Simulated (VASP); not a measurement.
Wanted: the native input for a VASP 6.6.1 run.

```
Task                   : single point
Functional             : PBE
Potentials or basis    : VASP PAW PBE potentials, release 64 (Ag)
Cutoff                 : 520 eV
k mesh                 : 14 × 14 × 14
Occupations            : fermi-dirac, width 0.1 eV
Spin                   : no spin polarisation
Dipole correction      : no
Further INCAR settings : ALGO = Normal; EDIFF = 1e-07; NBANDS = 18
```

The structure of Ag lies in POSCAR:

```
Ag
1.0
    0.0000000000      3.0217599137      3.0217599137
    3.0217599137      0.0000000000      3.0217599137
    3.0217599137      3.0217599137      0.0000000000
Ag
2
Direct
    0.1250000000      0.1250000000      0.1250000000
    0.8750000000      0.8750000000      0.8750000000
```

This isn't the form of Ag at room conditions, which is fcc.

One way to write it, as run:

INCAR

```
ALGO = Normal
EDIFF = 1E-7
ENCUT = 520
GGA = PE
ISIF = 2
ISMEAR = -1
LASPH = True
LCHARG = True
LELF = True
LREAL = False
LVHAR = True
LWAVE = False
NBANDS = 18
NELM = 60
PREC = Accurate
SIGMA = 0.1
```

KPOINTS

```
k-points
0
Gamma
  14 14 14
```

Potentials or basis: VASP PAW PBE potentials, release 64 (Ag).

Command:

```bash
$ cat potpaw_PBE.64/Ag/POTCAR > POTCAR
$ mpirun -np 1 vasp_std > vasp.out
```

Results of the run:

```json
{
 "Pressure": "3.2 GPa",
 "Band gap on the k mesh": "zero (bands 11 and 12 overlap by 1.24 eV)"
}
```

Caveat: the cell stands under pressure.

It took 38 s on 1 thread of AMD EPYC 9R45 96-Core Processor (Zen 5), with other jobs on the host, peak memory 0.2 GiB.
